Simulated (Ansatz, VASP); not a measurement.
Two plane-wave programs on Ir

Contents of INCAR:

```
SYSTEM = Ir
PREC = Accurate
ENCUT = 520
EDIFF = 1E-6
ISMEAR = 0
SIGMA = 0.15
LREAL = .FALSE.
LASPH = .TRUE.
NELM = 100
ALGO = Fast
ISIF = 2
LWAVE = .FALSE.
LCHARG = .FALSE.
GGA = PS
NBANDS = 10
```

File KPOINTS:

```
regular mesh
0
G
  24 24 24
  0 0 0
```

The input POSCAR:

```
Ir
1.0
    0.0000000000      1.7589449499      2.2866284348
    1.7589449499      0.0000000000      2.2866284348
    1.7589449499      1.7589449499      0.0000000000
Ir
1
Direct
    0.0000000000      0.0000000000      0.0000000000
```

Input for Ansatz:

```yaml
crystal:
  lattice:
    - [0.0, 1.7589449499, 2.2866284348]
    - [1.7589449499, 0.0, 2.2866284348]
    - [1.7589449499, 1.7589449499, 0.0]
  atoms:
    - { symbol: Ir, position: [0.0, 0.0, 0.0] }
basis:
  ecutwfc: 420
kpoints:
  mp_grid: { grid: [24, 24, 24] }
hamiltonian:
  xc: pbesol
scf:
  occupations: { method: gaussian, width: 0.15 }
output:
  forces: true
  stress: true
  eigenvalues: true
```

Alike in both runs: task single point; functional PBEsol; k mesh 24 × 24 × 24; occupations gaussian, width 0.15 eV; no spin polarisation.

|  | VASP | Ansatz |
| --- | --- | --- |
| version | VASP 6.6.1 | Ansatz 0.2.0 |
| potentials or method | VASP PAW PBE potentials, release 64 (Ir), cutoff 520 eV | scalar-relativistic, plane waves, PAW |
| valence electrons in the cell | 9 | 17 |

|  | VASP | Ansatz | Ansatz less VASP |
| --- | --- | --- | --- |
| gap on the k mesh at the Fermi level (eV) | none | none | - |
| pressure (GPa) | 17.4 | 16.3 | -1.10 |
| traceless stress, the component that is largest in VASP (GPa) | -53.85 | -53.77 | +0.080 |

VASP's potentials were made for PBE, not for PBEsol. A gap of «none» marks a metal or a gap that the smearing closes. The functional is the same, so the differences come from potentials, cutoffs and numerics. VASP's potentials hold 9 valence electrons a cell and Ansatz's 17, so a difference there can come from the potentials and not from the codes.

Neither program's run includes spin-orbit coupling.
